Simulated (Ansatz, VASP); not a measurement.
**Two plane-wave programs on Ru**

```
Ru
1.0
     2.72356    0.00000    0.00000
    -1.36178    2.35867    0.00000
     0.00000    0.00000    4.28908
Ru
2
Direct
  0.33333 0.66667 0.25000
  0.66667 0.33333 0.75000
```

Alike in both runs: task single point; functional PBE; k mesh 13 × 13 × 7; occupations fermi-dirac, width 1 eV; no spin polarisation.

|  | VASP | Ansatz |
| --- | --- | --- |
| version | VASP 6.6.1 | Ansatz 0.2.0 |
| potentials or method | VASP PAW PBE potentials, release 64 (Ru_pv), cutoff 520 eV | plane waves (420 eV) with PAW, scalar-relativistic |
| valence electrons in the cell | 28 | 32 |

|  | VASP | Ansatz | Ansatz less VASP |
| --- | --- | --- | --- |
| pressure (GPa) | 29.3 | 29.4 | +0.03 |
| traceless stress, the component that is largest in VASP (GPa) | 4.94 | 4.93 | -0.005 |

Both programs put the cell under a high pressure, so it lies far from rest at this level. The functional is the same, so the differences come from potentials, cutoffs and numerics. VASP's potentials hold 28 valence electrons a cell and Ansatz's 32, so a difference there can come from the potentials and not from the codes.
